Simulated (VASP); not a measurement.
The system is NbC4.

```
Nb C
1.0
     3.55508    0.00000    0.00000
     0.00000    3.55508    0.00000
     0.00000    0.00000    3.55508
Nb C
1 4
Direct
  0.00000 0.00000 0.00000
  0.50000 0.00000 0.00000
  0.00000 0.50000 0.00000
  0.00000 0.00000 0.50000
  0.50000 0.50000 0.50000
```

```yaml
Program: VASP 6.6.1
Task: relaxation of cell and atoms
Functional: PBE
Potentials_or_basis: VASP PAW PBE potentials, release 64 (Nb_sv, C)
Cutoff: 600 eV
k_mesh: 6 × 6 × 6
Occupations: gaussian, width 0.1 eV
Spin: no spin polarisation
```

At the start: pressure 115.6 GPa; volume 8.99 Å³/atom.

How do energy, volume and symmetry change on relaxing?

Over 4 steps the energy falls by 1438.7 meV/atom and the volume is 14.44 Å³/atom (+60.7 %); space group Pm-3m (No. 221, to 0.05 Å).

The path:
| step | energy change (eV) | largest force (eV/Å) | pressure (GPa) | volume (Å³) |
| --- | --- | --- | --- | --- |
| 1 | 0.0000 | 0.0000 | 115.58 | 44.93 |
| 2 | -4.4769 | 0.0000 | -22.93 | 101.65 |
| 3 | -7.1926 | 0.0000 | -0.70 | 72.87 |
| 4 | -7.1934 | 0.0000 | 0.35 | 72.22 |

Final structure:
```
Nb C
1.0
     4.16434    0.00000    0.00000
     0.00000    4.16434    0.00000
     0.00000    0.00000    4.16434
Nb C
1 4
Cartesian
  0.0000 0.0000 0.0000
  2.0822 0.0000 0.0000
  0.0000 2.0822 0.0000
  0.0000 0.0000 2.0822
  2.0822 2.0822 2.0822
```

Caveat: the volume moved by over 15 % at a fixed basis, so the end points are rough.
